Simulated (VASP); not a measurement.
Wanted: the native input for a VASP 6.6.1 run.

| Quantity | Value |
| --- | --- |
| Task | relaxation of cell and atoms |
| Functional | r2SCAN |
| Dispersion | D3(BJ) |
| Potentials or basis | VASP PAW PBE potentials, release 64 (Pb_d, Te) |
| Cutoff | 600 eV |
| k mesh | 7 × 7 × 7 |
| Occupations | fermi-dirac, width 0.05 eV |
| Spin | no spin polarisation |
| Dipole correction | no |
| Further INCAR settings | ALGO = Normal; EDIFF = 1e-06; IBRION = 2; EDIFFG = -0.01; NSW = 60; ISIF = 3 |

TePb:

```
Pb Te
1.0
     0.00000    3.23100    3.23100
     3.23100    0.00000    3.23100
     3.23100    3.23100    0.00000
Pb Te
1 1
Direct
  0.00000 0.00000 0.00000
  0.50000 0.50000 0.50000
```

These files were run (other wordings do the same):

POSCAR

```
TePb
1.0
    0.0000000000      3.2310000000      3.2310000000
    3.2310000000      0.0000000000      3.2310000000
    3.2310000000      3.2310000000      0.0000000000
Pb Te
1 1
Direct
    0.0000000000      0.0000000000      0.0000000000
    0.5000000000      0.5000000000      0.5000000000
```

INCAR.step1

```
ALGO = Normal
EDIFF = 1E-4
ENCUT = 600
GGA = PE
ISMEAR = -1
LASPH = True
LCHARG = False
LREAL = False
LWAVE = True
NELM = 80
PREC = Accurate
SIGMA = 0.05
```

INCAR.step2

```
ALGO = Normal
EDIFF = 1E-6
EDIFFG = -0.01
ENCUT = 600
IBRION = 2
ISIF = 3
ISMEAR = -1
ISTART = 1
IVDW = 12
LASPH = True
LCHARG = False
LMIXTAU = True
LREAL = False
LWAVE = False
METAGGA = R2SCAN
NELM = 80
NSW = 60
PREC = Accurate
SIGMA = 0.05
VDW_A1 = 0.49484001
VDW_A2 = 5.73083694
VDW_S6 = 1.0
VDW_S8 = 0.78981345
```

KPOINTS

```
k-points
0
Gamma
  7 7 7
```

Potentials or basis: VASP PAW PBE potentials, release 64 (Pb_d, Te).

Run with:

```console
$ cat potpaw_PBE.64/Pb_d/POTCAR potpaw_PBE.64/Te/POTCAR > POTCAR
$ cp INCAR.step1 INCAR
$ mpirun -np 1 vasp_std > vasp.out
$ cp INCAR.step2 INCAR
$ mpirun -np 1 vasp_std > vasp.out
```

It gave:

```yaml
Relaxed_volume: 34.20 Å³/atom
Relaxed_cell: a = 4.591 Å, b = 4.591 Å, c = 4.591 Å, α = 60.00°, β = 60.00°, γ = 60.00°
Space_group_after_relaxing_to_0.05_Å: Fm-3m (No. 225)
Energy_gained_by_relaxing: 0.9 meV/atom
Ionic_steps: 3
Pressure_after_relaxing: 0.0 GPa
Dispersion_energy_per_atom: -0.186 eV
```

Caveat: the PAW data sets were made with another functional, which shifts forces and pressure a little.

It took 4.7 min on 1 thread of Intel Xeon 6975P-C (shared host), peak memory 0.28 GiB.
